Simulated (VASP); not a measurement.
BaGa2N2, 5 atoms in the cell. The typed cell holds 5 atoms: a = 4.546 Å, b = 4.546 Å, c = 4.917 Å, α = 90.00°, β = 90.00°, γ = 60.00°. 

- Program: VASP 6.6.1
- Task: single point
- Functional: RPBE
- Potentials or basis: VASP PAW PBE potentials, release 64 (N, Ba_sv, Ga_d)
- Cutoff: 520 eV
- k mesh: 5 × 5 × 4
- Occupations: fermi-dirac, width 0.1 eV
- Spin: no spin polarisation
- Dipole correction: no
- Further INCAR settings: ALGO = Normal; EDIFF = 1e-07; NBANDS = 31

Potentials or basis: VASP PAW PBE potentials, release 64 (N, Ba_sv, Ga_d).

The run is started by

```console
$ cat potpaw_PBE.64/N/POTCAR potpaw_PBE.64/Ba_sv/POTCAR potpaw_PBE.64/Ga_d/POTCAR > POTCAR
$ mpirun -np 1 vasp_std > vasp.out
```

Hardware: 1 thread of Intel(R) Xeon(R) Platinum 8488C (Sapphire Rapids), on a shared host.

Problem. Estimate the wall time of this run.

Solution. It took 80 s on 1 thread of Intel(R) Xeon(R) Platinum 8488C (Sapphire Rapids), with other jobs on the host, peak memory 0.27 GiB. Counts: scf iterations 19, k points 33.
